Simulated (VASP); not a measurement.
Runs of VASP 6.6.1 on Ni. The structure is that of space group P6_3/mmc (No. 194), or close to it. The cells are those of the table. This isn't the form of Ni at room conditions, which is fcc.

```csv
task,spin,cell,k mesh,cutoff (eV),smearing,gap on the mesh (eV),pressure (GPa),moment (μB),relaxed volume (Å³/atom)
relaxation of cell and atoms,"collinear, ferromagnetic start","relaxed from a = 2.492, b = 2.492, c = 8.138 Å, angles 90.0, 90.0, 120.0°, 4 atoms",14 × 14 × 4,600,fermi-dirac 0.05 eV,none,0.0,2.46,10.90
relaxation of cell and atoms,off,"relaxed from a = 2.492, b = 2.492, c = 8.138 Å, angles 90.0, 90.0, 120.0°, 4 atoms",14 × 14 × 4,600,fermi-dirac 0.1 eV,-,0.0,-,(a)
single point,"collinear, ferromagnetic start","a = 2.419, b = 2.419, c = 7.921 Å, angles 90.0, 90.0, 120.0°, 4 atoms",19 × 19 × 5,520,fermi-dirac 0.05 eV,none,19.7,2.40,-
single point,"collinear, ferromagnetic start","a = 2.454, b = 2.454, c = 8.034 Å, angles 90.0, 90.0, 120.0°, 4 atoms",19 × 19 × 5,520,fermi-dirac 0.05 eV,none,(c),(b),-
single point,off,"a = 2.484, b = 2.484, c = 8.139 Å, angles 90.0, 90.0, 120.0°, 4 atoms",19 × 19 × 5,520,fermi-dirac 0.1 eV,none,0.1,-,-
single point,off,"a = 2.484, b = 2.484, c = 8.139 Å, angles 90.0, 90.0, 120.0°, 4 atoms",14 × 14 × 4,520,fermi-dirac 0.1 eV,none,0.0,-,-
```

Alike in all rows: level PBE; potentials or basis VASP PAW PBE potentials, release 64 (Ni).

Fill in the values left out.

(a) 10.87; (b) 2.47; (c) 8.7.

Caveats: the cell stands under pressure (at least some runs); the highest band is partly filled, so the run has too few bands (at least some runs).

A gap of «none» marks levels without a gap at the run's occupations.
